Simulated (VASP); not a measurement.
Wanted: the native input for a VASP 6.6.1 run.

| Item | Value |
| --- | --- |
| Task | single point |
| Functional | PBE |
| Potentials or basis | VASP PAW PBE potentials, release 64 (Cu) |
| Cutoff | 520 eV |
| k mesh | 9 × 6 × 16 |
| Occupations | gaussian, width 0.1 eV |
| Spin | no spin polarisation |
| Dipole correction | no |
| Further INCAR settings | ALGO = Fast; EDIFF = 1e-06; NBANDS = 36 |

The structure of Cu lies in POSCAR:

```
Cu
1.0
    4.2464200753     -0.0000071445     -0.0604223097
   -2.1232207544      6.3702782862      0.0287047504
   -1.4462517148     -0.0005091807      2.1537436604
Cu
5
Direct
    0.4000000000      0.8000000000      0.0000000000
    0.2000000000      0.4000000000      0.0000000000
    0.8000000000      0.6000000000      0.0000000000
    0.0000000000      0.0000000000      0.0000000000
    0.6000000000      0.2000000000      0.0000000000
```

These files were run (other wordings do the same):

INCAR

```
SYSTEM = Cu
ALGO = Fast
EDIFF = 1E-6
ENCUT = 520
GGA = PE
ISIF = 2
ISMEAR = 0
LASPH = .True.
LCHARG = .False.
LREAL = .False.
LWAVE = .False.
NBANDS = 36
NELM = 100
PREC = Accurate
SIGMA = 0.1
```

KPOINTS

```
k-points
0
Gamma
  9 6 16
  0 0 0
```

Potentials or basis: VASP PAW PBE potentials, release 64 (Cu).

Run with:

```console
$ cat potpaw_PBE.64/Cu/POTCAR > POTCAR
$ mpirun -np 1 vasp_std > vasp.out
```

It gave:

* Pressure: 6.4 GPa
* Band gap on the k mesh: zero (an odd number of electrons rules out a gap without spin polarisation)

Caveat: the stress differs along the axes, from 1 to 11 GPa.

It took 7.2 min on 1 thread of Intel(R) Xeon(R) 6975P-C (Granite Rapids) (shared host), peak memory 0.66 GiB.
